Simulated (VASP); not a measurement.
# BeB (P1) in VASP: further runs

Runs on BeB. Level: PBE. Tasks: single point.

Everything below comes from runs of VASP 6.6.1. Logs are shortened: lines on timing, memory, paths and dates and some standing lists are left out, and cuts for length are marked.

### Step 1. The cell of the first run

The typed cell holds 2 atoms: a = 2.781 Å, b = 2.781 Å, c = 2.781 Å, α = 60.00°, β = 60.00°, γ = 60.00°.

### Step 2. Single point, PBE

INCAR

```
ALGO     = Normal         # electronic algorithm
EDIFF    = 1E-6           # SCF threshold, eV
ENCUT    = 520            # plane-wave cutoff, eV
GGA      = PE             # functional
ISIF     = 2              # what is computed and relaxed
ISMEAR   = 0              # smearing method
LASPH    = True           # aspherical terms in the spheres
LCHARG   = False          # write CHGCAR
LREAL    = False          # projectors in reciprocal space
LWAVE    = False          # write WAVECAR
NBANDS   = 10             # bands
NELM     = 80             # most SCF steps
PREC     = Accurate       # precision mode
SIGMA    = 0.05           # smearing width, eV
```

KPOINTS

```
k-points
0
Gamma
  8 8 8
```

POSCAR

```
BeB
1.0
    0.0000000000      1.9666366700      1.9666366700
    1.9666366700      0.0000000000      1.9666366700
    1.9666366700      1.9666366700      0.0000000000
Be B
1 1
Direct
    0.0195340000     -0.0043910000     -0.0095990000
    0.2767160000      0.2499000000      0.2211710000
```

Potentials or basis: VASP PAW PBE potentials, release 64 (Be, B).

Launch:

```console
cat potpaw_PBE.64/Be/POTCAR potpaw_PBE.64/B/POTCAR > POTCAR
mpirun -np 1 vasp_std > vasp.out
```

OUTCAR:

```text
EDIFF = 1E-6
   ENCUT = 520
   GGA = PE
   ISIF = 2
   ISMEAR = 0
   LASPH = True
   LREAL = False
   NELM = 80
   PREC = Accurate

 ion  position               nearest neighbor table
   1  0.020  0.996  0.990-   2 1.69   2 1.69   2 1.69   2 1.75
   2  0.277  0.250  0.221-   1 1.69   1 1.69   1 1.69   1 1.75

  LATTYP: Found a face centered cubic cell.
 ALAT       =     3.9332733400

  Lattice vectors:

 A1 = (   0.0000000000,   1.9666366700,   1.9666366700)
 A2 = (   1.9666366700,   0.0000000000,   1.9666366700)
 A3 = (   1.9666366700,   1.9666366700,   0.0000000000)

Analysis of symmetry for initial positions (statically):
=====================================================================
 Subroutine PRICEL returns:
 Original cell was already a primitive cell.

 Routine SETGRP: Setting up the symmetry group for a
 face centered cubic supercell.

 Subroutine GETGRP returns: Found  1 space group operations
 (whereof  1 operations were pure point group operations)
 out of a pool of 48 trial point group operations.

The static configuration has the point symmetry C_1 .

Analysis of symmetry for dynamics (positions and initial velocities):
=====================================================================
 Subroutine PRICEL returns:
 Original cell was already a primitive cell.

 Routine SETGRP: Setting up the symmetry group for a
 face centered cubic supercell.

 Subroutine GETGRP returns: Found  1 space group operations
 (whereof  1 operations were pure point group operations)
 out of a pool of 48 trial point group operations.

The dynamic configuration has the point symmetry C_1 .

 Subroutine INISYM returns: Found  1 space group operations
 (whereof  1 operations are pure point group operations),
 and found     1 'primitive' translations

----------------------------------------------------------------------------------------

                                     Primitive cell

  volume of cell :      15.2126

  direct lattice vectors                    reciprocal lattice vectors
     0.000000000  1.966636670  1.966636670    -0.254241166  0.254241166  0.254241166
     1.966636670  0.000000000  1.966636670     0.254241166 -0.254241166  0.254241166
     1.966636670  1.966636670  0.000000000     0.254241166  0.254241166 -0.254241166

  length of vectors
     2.781244251  2.781244251  2.781244251     0.440358617  0.440358617  0.440358617

  position of ions in fractional coordinates (direct lattice)
     0.019534000  0.995609000  0.990401000
     0.276716000  0.249900000  0.221171000

  ion indices of the primitive-cell ions
   primitive index   ion index
                 1           1
                 2           2

----------------------------------------------------------------------------------------

 KPOINTS: k-points

Automatic generation of k-mesh.
 Grid dimensions read from file:
 generate k-points for:    8    8    8

 Generating k-lattice:

  Cartesian coordinates                     Fractional coordinates (reciprocal lattice)
    -0.031780146  0.031780146  0.031780146     0.125000000  0.000000000  0.000000000
     0.031780146 -0.031780146  0.031780146     0.000000000  0.125000000  0.000000000
     0.031780146  0.031780146 -0.031780146     0.000000000  0.000000000  0.125000000

  Length of vectors
     0.055044827  0.055044827  0.055044827

  Shift w.r.t. Gamma in fractional coordinates (k-lattice)
     0.000000000  0.000000000  0.000000000

 Subroutine IBZKPT returns following result:
 ===========================================

 Found    260 irreducible k-points:

 Following reciprocal coordinates:
            Coordinates               Weight
  0.000000  0.000000  0.000000      1.000000
  0.125000  0.000000  0.000000      2.000000
  0.000000  0.125000  0.000000      2.000000
  0.000000  0.000000  0.125000      2.000000
  0.125000  0.125000  0.125000      2.000000
  0.250000  0.000000  0.000000      2.000000
[... 16 lines left out ...]
  0.125000  0.000000  0.250000      2.000000
  0.125000  0.125000 -0.125000      2.000000
 [... further k-points ...]
   k-points           NKPTS =    260   k-points in BZ     NKDIM =    260   number of bands    NBANDS=     10
   number of dos      NEDOS =    301   number of ions     NIONS =      2
   total plane-waves  NPLWV =  13824
   dimension x,y,z NGX =    24 NGY =   24 NGZ =   24
   dimension x,y,z NGXF=    48 NGYF=   48 NGZF=   48
   ions per type =               1   1
   NGX,Y,Z   is equivalent  to a cutoff of  14.35, 14.35, 14.35 a.u.
   NGXF,Y,Z  is equivalent  to a cutoff of  28.69, 28.69, 28.69 a.u.
 SYSTEM =  unknown system
   PREC   = accura    normal or accurate (medium, high low for compatibility)
   ISTART =      0    job   : 0-new  1-cont  2-samecut
   ICHARG =      2    charge: 1-file 2-atom 10-const
   ISPIN  =      1    spin polarized calculation?
   LNONCOLLINEAR =      F non collinear calculations
   LSORBIT =      F    spin-orbit coupling
   LASPH  =      T    aspherical Exc in radial PAW
   ENCUT  =  520.0 eV  38.22 Ry    6.18 a.u.   5.17  5.17  5.17*2*pi/ulx,y,z
   NELM   =     80;   NELMIN=  2; NELMDL= -5     # of ELM steps
   EDIFF  = 0.1E-05   stopping-criterion for ELM
   LREAL  =      F    real-space projection
[... 7 lines left out ...]
   TEBEG  =    0.0;   TEEND  =   0.0 temperature during run
   PSTRESS=    0.0 pullay stress
   NELECT =       5.0000    total number of electrons
   NUPDOWN=      -1.0000    fix difference up-down
   EMIN   =  10.00;   EMAX   =-10.00  energy-range for DOS
   EFERMI =   0.00;   METHOD = LEGACY
   ISMEAR =     0;   SIGMA  =   0.05  broadening in eV -4-tet -1-fermi 0-gaus
   EFERMI_NEDOS =   21; number of points for ismear=-14 and -15
   IALGO  =     38    algorithm
   IMIX   =      4    mixing-type and parameters
     AMIX     =   0.40;   BMIX     =  1.00
     AMIX_MAG =   1.60;   BMIX_MAG =  1.00
  volume/ion in A,a.u.               =       7.61        51.33
  Fermi-wavevector in a.u.,A,eV,Ry     =   1.129789  2.134992 17.366794  1.276423
  Thomas-Fermi vector in A             =   2.266484
   LORBIT       =      0    0 simple, 1 ext, 2 COOP (PROOUT), +10 PAW based schemes
   GGA     = PE    functional components
   LHFCALC =     F    Hartree Fock is set to
   AEXX    =    0.0000 exact exchange contribution
   IVDW    =     0    specifies the selected vdW correction
   LEPSILON=     F    determine dielectric tensor
   LRPA    =     F    only Hartree local field effects (RPA)
 non-spin polarized calculation
 Gauss-broadening in eV      SIGMA  =   0.05
  energy-cutoff  :      520.00
  volume of cell :       15.21
 maximum number of plane-waves:       419
 NGX is ok and might be reduce to    24
   NGX = 11   NGY = 11   NGZ = 11

 number of electron       5.0000000 magnetization

 Free energy of the ion-electron system (eV)
  ---------------------------------------------------
  ext. energy  EPLUGINS =         0.00000000
  ---------------------------------------------------
  free energy    TOTEN  =        -6.28259870 eV

  energy without entropy =       -6.28097997  energy(sigma->0) =       -6.28178934

 E-fermi :   5.1278     XC(G=0): -11.1046

 val. band max:        5.1079537058   @ k =   0.1250   0.2500  -0.1250
 cond. band min:       5.1701714680   @ k =   0.5000   0.3750   0.0000
 fundamental gap:      0.0622177623
 Fermi energy:         5.1277700203

 k-point     1 :       0.0000    0.0000    0.0000
  band No.  band energies     occupation
      1      -6.7958      2.00000
      2      10.1760      0.00000
      3      10.2368      0.00000
      4      10.7055      0.00000
      5      15.7561      0.00000
      6      16.0573      0.00000
      7      16.1022      0.00000
      8      23.8127      0.00000
      9      29.2630      0.00000
     10      29.2646      0.00000

 k-point     2 :       0.1250    0.0000    0.0000
  band No.  band energies     occupation
      1      -6.4597      2.00000
      2       8.3110      0.00000
      3       9.6974      0.00000
      4      10.1230      0.00000
      5      16.4681      0.00000
      6      16.8581      0.00000
      7      17.4673      0.00000
      8      23.7852      0.00000
      9      26.4177      0.00000
     10      26.4455      0.00000

 k-point     3 :       0.0000    0.1250    0.0000
  band No.  band energies     occupation
      1      -6.4594      2.00000
      2       8.3419      0.00000
      3       9.6644      0.00000
      4      10.1179      0.00000
      5      16.4577      0.00000
      6      16.8800      0.00000
      7      17.4525      0.00000
      8      23.7836      0.00000
      9      26.4326      0.00000
     10      26.4613      0.00000

 k-point     4 :       0.0000    0.0000    0.1250
  band No.  band energies     occupation
      1      -6.4571      2.00000
      2       8.5907      0.00000
      3       9.7012      0.00000
      4       9.7594      0.00000
      5      16.7180      0.00000
      6      16.7709      0.00000
      7      17.2822      0.00000
      8      23.7779      0.00000
      9      26.5769      0.00000
     10      26.5786      0.00000

 k-point     5 :       0.1250    0.1250    0.1250
  band No.  band energies     occupation
      1      -6.4597      2.00000
      2       8.3050      0.00000
      3       9.7044      0.00000
      4      10.1234      0.00000
      5      16.4704      0.00000
      6      16.8544      0.00000
      7      17.4696      0.00000
      8      23.7855      0.00000
      9      26.4148      0.00000
     10      26.4424      0.00000

 k-point     6 :       0.2500    0.0000    0.0000
  band No.  band energies     occupation
      1      -5.4586      2.00000
      2       4.9408      2.00000
      3       8.8084      0.00000
      4       9.2209      0.00000
      5      17.2904      0.00000
      6      17.8644      0.00000
      7      19.2972      0.00000
      8      22.9917      0.00000
      9      25.7216      0.00000
     10      25.9111      0.00000
[... 183 lines left out ...]
 k-point    21 :       0.2500    0.1250    0.0000
  band No.  band energies     occupation
      1      -5.5637      2.00000
      2       6.1467      0.00000
      3       7.9100      0.00000
      4       9.0297      0.00000
      5      16.0598      0.00000
      6      19.2851      0.00000
      7      19.3998      0.00000
      8      20.7352      0.00000
      9      26.2909      0.00000
     10      28.7185      0.00000

 k-point    22 :       0.0000    0.2500    0.1250
  band No.  band energies     occupation
      1      -5.5655      2.00000
      2       6.1819      0.00000
      3       7.7131      0.00000
      4       9.2265      0.00000
      5      15.9438      0.00000
      6      19.5193      0.00000
      7      19.5746      0.00000
      8      20.4615      0.00000
      9      26.1869      0.00000
     10      28.6163      0.00000

 k-point    23 :       0.1250    0.0000    0.2500
  band No.  band energies     occupation
      1      -5.5575      2.00000
      2       6.3261      0.00000
      3       7.7807      0.00000
      4       8.9185      0.00000
      5      16.0746      0.00000
      6      19.1286      0.00000
      7      19.3139      0.00000
      8      20.9285      0.00000
      9      26.2925      0.00000
     10      28.9684      0.00000

 k-point    24 :       0.1250    0.1250   -0.1250
  band No.  band energies     occupation
      1      -5.5575      2.00000
      2       6.3258      0.00000
      3       7.7860      0.00000
      4       8.9127      0.00000
      5      16.0774      0.00000
      6      19.1240      0.00000
      7      19.3074      0.00000
      8      20.9363      0.00000
      9      26.2953      0.00000
     10      28.9715      0.00000

 [... further k-points ...]

------------------------ aborting loop because EDIFF is reached ----------------------------------------

  FORCE on cell =-STRESS in cart. coord.  units (eV):
  Direction    XX          YY          ZZ          XY          YZ          ZX
  --------------------------------------------------------------------------------------
  -------------------------------------------------------------------------------------
  Total        5.9103504      5.9215903      5.9223577     -0.6137683      0.7873012      0.6429543
  in kB      622.4742876    623.6580675    623.7388905    -64.6416813     82.9180514     67.7155332
  external PRESSURE =     623.2904152 kB  Pullay stress =       0.0000000 kB

 VOLUME and BASIS-vectors are now :
 -----------------------------------------------------------------------------
  energy-cutoff  :      520.00
  volume of cell :       15.21
      direct lattice vectors                 reciprocal lattice vectors
     0.000000000  1.966636670  1.966636670    -0.254241166  0.254241166  0.254241166
     1.966636670  0.000000000  1.966636670     0.254241166 -0.254241166  0.254241166
     1.966636670  1.966636670  0.000000000     0.254241166  0.254241166 -0.254241166

 POSITION                                       TOTAL-FORCE (eV/Angst)
 -----------------------------------------------------------------------------------
      3.90576      1.98618      1.99642        -0.407792     -0.307666      0.287086
      0.92643      0.97916      1.03566         0.407792      0.307666     -0.287086
 -----------------------------------------------------------------------------------
    total drift:                                0.000008      0.000014     -0.000011

  FREE ENERGIE OF THE ION-ELECTRON SYSTEM (eV)
  ---------------------------------------------------
  free  energy   TOTEN  =        -6.2825987046 eV

  energy  without entropy=       -6.2809799723  energy(sigma->0) =       -6.28178934
```

Wall time 21 s (1 thread of Intel Xeon Platinum 8488C (Sapphire Rapids), shared host); peak memory 0.16 GiB.

What came out:

| Property | Result |
| --- | --- |
| Free energy | -6.2826 eV |
| Pressure | 62.3 GPa |
| Largest force | 0.586 eV/Å |

Forces on the atoms (eV/Å):
```
Be  -0.408 -0.308  0.287
B    0.408  0.308 -0.287
```

Stress tensor (GPa, compression positive):
```
62.25 -6.46  6.77
-6.46 62.37  8.29
 6.77  8.29 62.37
```

Levels at points of the mesh, in eV from the Fermi level:
```tsv
k point	band 1	band 2	band 3	band 4	band 5
(0.00, 0.00, 0.00)	-11.92	5.05	5.11	5.58	10.63
(0.50, 0.00, 0.00)	-7.34	-5.67	2.82	3.25	11.73
(0.00, 0.50, 0.00)	-7.33	-5.68	2.81	3.26	11.70
(0.00, 0.00, 0.50)	-7.23	-5.70	2.94	3.00	11.88
(0.50, 0.50, 0.50)	-7.34	-5.67	2.83	3.25	11.74
(0.50, 0.50, 0.00)	-5.61	-3.85	-0.43	-0.31	7.40
(0.00, 0.50, 0.50)	-5.60	-3.85	-0.45	-0.30	7.41
(0.50, 0.00, 0.50)	-5.61	-3.85	-0.43	-0.31	7.40
```

### Step 3. Single point, PBE

INCAR

```
  PREC = Accurate
  ENCUT = 520
  EDIFF = 1E-6
  ISMEAR = 0
  SIGMA = 0.025
  LREAL = F
  LASPH = T
  NELM = 100
  ALGO = Normal
  ISIF = 2
  LWAVE = F
  LCHARG = F
  GGA = PE
  NBANDS = 10
```

KPOINTS

```
regular mesh
0
Gamma
  8 8 8
```

POSCAR is that of step 2.

Potentials or basis: VASP PAW PBE potentials, release 64 (Be, B).

Launch:

```console
cat potpaw_PBE.64/Be/POTCAR potpaw_PBE.64/B/POTCAR > POTCAR
mpirun -np 1 vasp_std > vasp.out
```

Wall time 21 s (1 thread of Intel Xeon Platinum 8488C (Sapphire Rapids), shared host); peak memory 0.16 GiB.

Results (log left out):

- Free energy: -6.2820 eV
- Pressure: 62.4 GPa
- Largest force: 0.586 eV/Å

Forces on the atoms (eV/Å):
```
Be  -0.408 -0.307  0.287
B    0.408  0.307 -0.287
```

Stress tensor (GPa, compression positive):
```
62.19 -6.60  6.88
-6.60 62.42  8.30
 6.88  8.30 62.45
```

Levels at points of the mesh, in eV from the Fermi level:
```tsv
k point	band 1	band 2	band 3	band 4	band 5	band 6
(0.00, 0.00, 0.00)	-11.91	5.06	5.12	5.59	10.64	10.94
(0.50, 0.00, 0.00)	-7.33	-5.66	2.84	3.27	11.74	12.41
(0.00, 0.50, 0.00)	-7.31	-5.66	2.82	3.27	11.71	12.41
(0.00, 0.00, 0.50)	-7.22	-5.69	2.95	3.01	11.89	11.97
(0.50, 0.50, 0.50)	-7.33	-5.66	2.84	3.26	11.75	12.41
(0.50, 0.50, 0.00)	-5.59	-3.84	-0.42	-0.30	7.42	10.54
(0.00, 0.50, 0.50)	-5.59	-3.84	-0.44	-0.28	7.42	10.55
(0.50, 0.00, 0.50)	-5.59	-3.84	-0.42	-0.30	7.42	10.54
```
